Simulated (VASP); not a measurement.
# Fe (Im-3m) in VASP: single point with PBE

Aim: the single point of Fe with PBE.

Everything below comes from runs of VASP 6.6.1. Logs are shortened: lines on timing, memory, paths and dates and some standing lists are left out, and cuts for length are marked.

## Step 1: The cell of the first run

The structure is cubic, space group Im-3m (No. 229). The conventional cell has a = 2.897 Å, b = 2.897 Å, c = 2.897 Å, α = 90.00°, β = 90.00°, γ = 90.00°. Within 3.3 Å of Fe (site symmetry m-3m) lie 14 Fe at 2.51 to 2.90 Å.

## Step 2: Single point, PBE, collinear spin, ferromagnetic start (12.16 Å³/atom)

File INCAR:

```
SYSTEM = Fe
PREC     = Accurate       ! precision mode
ENCUT    = 520            ! plane-wave cutoff, eV
EDIFF    = 1E-6           ! SCF threshold, eV
ISMEAR   = -1             ! smearing method
SIGMA    = 0.05           ! smearing width, eV
LREAL    = .FALSE.        ! projectors in reciprocal space
LASPH    = .TRUE.         ! aspherical terms in the spheres
NELM     = 150            ! most SCF steps
ALGO     = Normal         ! electronic algorithm
ISIF     = 2              ! what is computed and relaxed
LWAVE    = .FALSE.        ! write WAVECAR
LCHARG   = .FALSE.        ! write CHGCAR
ISPIN    = 2              ! spin polarisation
MAGMOM   = 3              ! initial moments
LORBIT   = 11             ! projections on sites
LMAXMIX  = 4              ! l up to which the mixer works
GGA      = PE             ! functional
NBANDS   = 14             ! bands
```

File KPOINTS:

```
regular mesh
0
G
  20 20 20
  0 0 0
```

File POSCAR:

```
Fe
1.0
   -1.4485300791      1.4485300791      1.4485300791
    1.4485300791     -1.4485300791      1.4485300791
    1.4485300791      1.4485300791     -1.4485300791
Fe
1
Direct
    0.0000000000      0.0000000000      0.0000000000
```

Potentials or basis: VASP PAW PBE potentials, release 64 (Fe).

Run with:

```bash
cat potpaw_PBE.64/Fe/POTCAR > POTCAR
mpirun -np 1 vasp_std > vasp.out
```

OUTCAR:

```text
SYSTEM = Fe
   PREC = Accurate
   ENCUT = 520
   EDIFF = 1E-6
   ISMEAR = -1
   LREAL = .FALSE.
   LASPH = .TRUE.
   NELM = 150
   ISIF = 2
   ISPIN = 2
   LORBIT = 11
   GGA = PE

 ion  position               nearest neighbor table
   1  0.000  0.000  0.000-

  LATTYP: Found a body centered cubic cell.
 ALAT       =     2.8970601582

  Lattice vectors:

 A1 = (  -1.4485300791,   1.4485300791,   1.4485300791)
 A2 = (   1.4485300791,  -1.4485300791,   1.4485300791)
 A3 = (   1.4485300791,   1.4485300791,  -1.4485300791)

Analysis of symmetry for initial positions (statically):
=====================================================================
 Subroutine PRICEL returns:
 Original cell was already a primitive cell.

 Routine SETGRP: Setting up the symmetry group for a
 body centered cubic supercell.

 Subroutine GETGRP returns: Found 48 space group operations
 (whereof 48 operations were pure point group operations)
 out of a pool of 48 trial point group operations.

The static configuration has the point symmetry O_h .

Analysis of symmetry for dynamics (positions and initial velocities):
=====================================================================
 Subroutine PRICEL returns:
 Original cell was already a primitive cell.

 Routine SETGRP: Setting up the symmetry group for a
 body centered cubic supercell.

 Subroutine GETGRP returns: Found 48 space group operations
 (whereof 48 operations were pure point group operations)
 out of a pool of 48 trial point group operations.

The dynamic configuration has the point symmetry O_h .

Analysis of structural, dynamic, and magnetic symmetry:
=====================================================================
 Subroutine PRICEL returns:
 Original cell was already a primitive cell.

 Routine SETGRP: Setting up the symmetry group for a
 body centered cubic supercell.

 Subroutine GETGRP returns: Found 48 space group operations
 (whereof 48 operations were pure point group operations)
 out of a pool of 48 trial point group operations.

The overall configuration has the point symmetry O_h .

 Subroutine INISYM returns: Found 48 space group operations
 (whereof 48 operations are pure point group operations),
 and found     1 'primitive' translations

----------------------------------------------------------------------------------------

                                     Primitive cell

  volume of cell :      12.1575

  direct lattice vectors                    reciprocal lattice vectors
    -1.448530079  1.448530079  1.448530079     0.000000000  0.345177506  0.345177506
     1.448530079 -1.448530079  1.448530079     0.345177506  0.000000000  0.345177506
     1.448530079  1.448530079 -1.448530079     0.345177506  0.345177506  0.000000000

  length of vectors
     2.508927693  2.508927693  2.508927693     0.488154710  0.488154710  0.488154710

  position of ions in fractional coordinates (direct lattice)
     0.000000000  0.000000000  0.000000000

  ion indices of the primitive-cell ions
   primitive index   ion index
                 1           1

----------------------------------------------------------------------------------------

 KPOINTS: regular mesh

Automatic generation of k-mesh.
 Grid dimensions read from file:
 generate k-points for:   20   20   20

 Generating k-lattice:

  Cartesian coordinates                     Fractional coordinates (reciprocal lattice)
     0.000000000  0.017258875  0.017258875     0.050000000  0.000000000  0.000000000
     0.017258875  0.000000000  0.017258875     0.000000000  0.050000000  0.000000000
     0.017258875  0.017258875  0.000000000     0.000000000  0.000000000  0.050000000

  Length of vectors
     0.024407736  0.024407736  0.024407736

  Shift w.r.t. Gamma in fractional coordinates (k-lattice)
     0.000000000  0.000000000  0.000000000

 Subroutine IBZKPT returns following result:
 ===========================================

 Found    256 irreducible k-points:

 Following reciprocal coordinates:
            Coordinates               Weight
  0.000000  0.000000  0.000000      1.000000
  0.050000  0.000000  0.000000     12.000000
  0.100000  0.000000  0.000000     12.000000
  0.150000  0.000000  0.000000     12.000000
  0.200000  0.000000  0.000000     12.000000
  0.250000  0.000000  0.000000     12.000000
[... 16 lines left out ...]
  0.200000  0.100000  0.000000     48.000000
  0.250000  0.100000  0.000000     48.000000
 [... further k-points ...]
   k-points           NKPTS =    256   k-points in BZ     NKDIM =    256   number of bands    NBANDS=     14
   number of dos      NEDOS =    301   number of ions     NIONS =      1
   total plane-waves  NPLWV =   8000
   dimension x,y,z NGX =    20 NGY =   20 NGZ =   20
   dimension x,y,z NGXF=    40 NGYF=   40 NGZF=   40
   ions per type =               1
   NGX,Y,Z   is equivalent  to a cutoff of  13.25, 13.25, 13.25 a.u.
   NGXF,Y,Z  is equivalent  to a cutoff of  26.50, 26.50, 26.50 a.u.
 SYSTEM =  Fe
   PREC   = accura    normal or accurate (medium, high low for compatibility)
   ISTART =      0    job   : 0-new  1-cont  2-samecut
   ICHARG =      2    charge: 1-file 2-atom 10-const
   ISPIN  =      2    spin polarized calculation?
   LNONCOLLINEAR =      F non collinear calculations
   LSORBIT =      F    spin-orbit coupling
   LASPH  =      T    aspherical Exc in radial PAW
   ENCUT  =  520.0 eV  38.22 Ry    6.18 a.u.   4.66  4.66  4.66*2*pi/ulx,y,z
   NELM   =    150;   NELMIN=  2; NELMDL= -5     # of ELM steps
   EDIFF  = 0.1E-05   stopping-criterion for ELM
   LREAL  =      F    real-space projection
   EDIFFG = 0.1E-04   stopping-criterion for IOM
   NSW    =      0    number of steps for IOM
   IBRION =     -1    ionic relax: 0-MD 1-quasi-New 2-CG
   NFREE  =      0    steps in history (QN), initial steepest desc. (CG)
   ISIF   =      2    stress and relaxation
   ISYM   =      2    0-nonsym 1-usesym 2-fastsym
   POTIM  = 0.5000    time-step for ionic-motion
   TEBEG  =    0.0;   TEEND  =   0.0 temperature during run
   PSTRESS=    0.0 pullay stress
   NELECT =       8.0000    total number of electrons
   NUPDOWN=      -1.0000    fix difference up-down
   EMIN   =  10.00;   EMAX   =-10.00  energy-range for DOS
   EFERMI =   0.00;   METHOD = LEGACY
   ISMEAR =    -1;   SIGMA  =   0.05  broadening in eV -4-tet -1-fermi 0-gaus
   EFERMI_NEDOS =   21; number of points for ismear=-14 and -15
   IALGO  =     38    algorithm
   IMIX   =      4    mixing-type and parameters
     AMIX     =   0.40;   BMIX     =  1.00
     AMIX_MAG =   1.60;   BMIX_MAG =  1.00
  volume/ion in A,a.u.               =      12.16        82.04
  Fermi-wavevector in a.u.,A,eV,Ry     =   1.423937  2.690850 27.587110  2.027595
  Thomas-Fermi vector in A             =   2.544481
   LORBIT       =     11    0 simple, 1 ext, 2 COOP (PROOUT), +10 PAW based schemes
   GGA     = PE    functional components
   LHFCALC =     F    Hartree Fock is set to
   AEXX    =    0.0000 exact exchange contribution
   IVDW    =     0    specifies the selected vdW correction
   LEPSILON=     F    determine dielectric tensor
   LRPA    =     F    only Hartree local field effects (RPA)
 spin polarized calculation
  energy-cutoff  :      520.00
  volume of cell :       12.16
 maximum number of plane-waves:       370
   NGX =  9   NGY =  9   NGZ =  9

 number of electron       7.9999995 magnetization       2.3090357

 Free energy of the ion-electron system (eV)
  ---------------------------------------------------
  ext. energy  EPLUGINS =         0.00000000
  ---------------------------------------------------
  free energy    TOTEN  =        -8.21769831 eV

  energy without entropy =       -8.20922359  energy(sigma->0) =       -8.21346095

 E-fermi :   5.1125     XC(G=0): -12.7343

 val. band max:        5.1109473225   @ k =  -0.2000   0.2000   0.2000
 cond. band min:       5.1128648809   @ k =  -0.4500   0.5000   0.4000
 fundamental gap:      0.0019175584
 Fermi energy:         5.1125381511

 spin component 1

 k-point     1 :       0.0000    0.0000    0.0000
  band No.  band energies     occupation
      1      -2.8861      1.00000
      2       2.9539      1.00000
      3       2.9539      1.00000
      4       2.9539      1.00000
      5       4.0486      1.00000
      6       4.0486      1.00000
      7      29.5132      0.00000
      8      29.5132      0.00000
      9      29.5132      0.00000
     10      34.1761      0.00000
     11      34.1761      0.00000
     12      36.1049      0.00000
     13      36.1216      0.00000
     14      36.1468      0.00000
[... 375 lines left out ...]
 k-point    24 :       0.2500    0.1000    0.0000
  band No.  band energies     occupation
      1       0.1572      1.00000
      2       2.3144      1.00000
      3       2.7294      1.00000
      4       3.8967      1.00000
      5       4.2229      1.00000
      6       4.7802      0.99870
      7      18.1434      0.00000
      8      22.5613      0.00000
      9      25.7465      0.00000
     10      29.3284      0.00000
     11      33.3739      0.00000
     12      34.8651      0.00000
     13      40.4479      0.00000
     14      42.3402      0.00000

 [... further k-points ...]

 spin component 2

 k-point     1 :       0.0000    0.0000    0.0000
  band No.  band energies     occupation
      1      -2.7334      1.00000
      2       4.9963      0.91095
      3       4.9964      0.91075
      4       4.9964      0.91074
      5       6.8844      0.00000
      6       6.8845      0.00000
      7      29.2214      0.00000
      8      29.2214      0.00000
      9      29.2214      0.00000
     10      34.3306      0.00000
     11      34.3306      0.00000
     12      36.7766      0.00000
     13      36.7766      0.00000
     14      36.7766      0.00000
[... 375 lines left out ...]
 k-point    24 :       0.2500    0.1000    0.0000
  band No.  band energies     occupation
      1       0.5711      1.00000
      2       4.2031      1.00000
      3       4.4548      1.00000
      4       6.5121      0.00000
      5       6.8803      0.00000
      6       7.1111      0.00000
      7      18.8979      0.00000
      8      22.9716      0.00000
      9      26.3065      0.00000
     10      29.5401      0.00000
     11      33.8737      0.00000
     12      35.1788      0.00000
     13      40.6565      0.00000
     14      42.7731      0.00000

 [... further k-points ...]
[... 5 lines left out ...]
  --------------------------------------------------------------------------------------
  -------------------------------------------------------------------------------------
  Total       -0.8180373     -0.8180373     -0.8180373     -0.0000000      0.0000000     -0.0000000
  in kB     -107.8055578   -107.8055578   -107.8055578     -0.0000000      0.0000000     -0.0000000
  external PRESSURE =    -107.8055578 kB  Pullay stress =       0.0000000 kB

 VOLUME and BASIS-vectors are now :
 -----------------------------------------------------------------------------
  energy-cutoff  :      520.00
  volume of cell :       12.16
      direct lattice vectors                 reciprocal lattice vectors
    -1.448530079  1.448530079  1.448530079     0.000000000  0.345177506  0.345177506
     1.448530079 -1.448530079  1.448530079     0.345177506  0.000000000  0.345177506
     1.448530079  1.448530079 -1.448530079     0.345177506  0.345177506  0.000000000

 POSITION                                       TOTAL-FORCE (eV/Angst)
 -----------------------------------------------------------------------------------
      0.00000      0.00000      0.00000        -0.000000     -0.000000      0.000000
 -----------------------------------------------------------------------------------
    total drift:                                0.000000     -0.000000      0.000000

  FREE ENERGIE OF THE ION-ELECTRON SYSTEM (eV)
  ---------------------------------------------------
  free  energy   TOTEN  =        -8.2176983098 eV

  energy  without entropy=       -8.2092235933  energy(sigma->0) =       -8.21346095

 total charge

# of ion       s       p       d       tot
------------------------------------------
    1        0.459   0.481   6.197   7.137

 magnetization (x)

# of ion       s       p       d       tot
------------------------------------------
    1       -0.014  -0.054   2.387   2.318
```

It took 36 s on 1 thread of AMD EPYC 9R45 (Zen 5), shared host; peak memory 0.16 GiB.

Results:

```yaml
Free_energy: -8.2177 eV
Pressure: -10.8 GPa
Net_moment: 2.31 μB per cell
Site_moments: Fe +2.32 μB
Valence_electrons_inside_the_program's_atomic_spheres: Fe 7.14
```

Levels at points of the mesh, in eV from the Fermi level:
Spin up:
| k point | band 1 | band 2 | band 3 | band 4 | band 5 | band 6 | band 7 | band 8 | band 9 | band 10 |
| --- | --- | --- | --- | --- | --- | --- | --- | --- | --- | --- |
| (0.00, 0.00, 0.00) | -8.00 | -2.16 | -2.16 | -2.16 | -1.06 | -1.06 | 24.40 | 24.40 | 24.40 | 29.06 |
| (0.50, 0.00, 0.00) | -4.54 | -3.13 | -1.01 | -0.90 | 0.26 | 0.59 | 6.79 | 17.83 | 19.21 | 22.54 |
| (0.50, 0.50, 0.50) | -4.43 | -4.43 | 0.02 | 0.02 | 0.02 | 9.51 | 9.51 | 9.51 | 15.01 | 15.01 |
Spin down:
```csv
k point,band 1,band 2,band 3,band 4,band 5,band 6,band 7
"(0.00, 0.00, 0.00)",-7.85,-0.12,-0.12,-0.12,1.77,1.77,24.11
"(0.50, 0.00, 0.00)",-3.20,-1.29,0.66,1.63,2.00,2.62,8.22
"(0.50, 0.50, 0.50)",-2.54,-2.54,2.35,2.35,2.35,9.77,9.77
```

Caveat: the cell stands under tension.
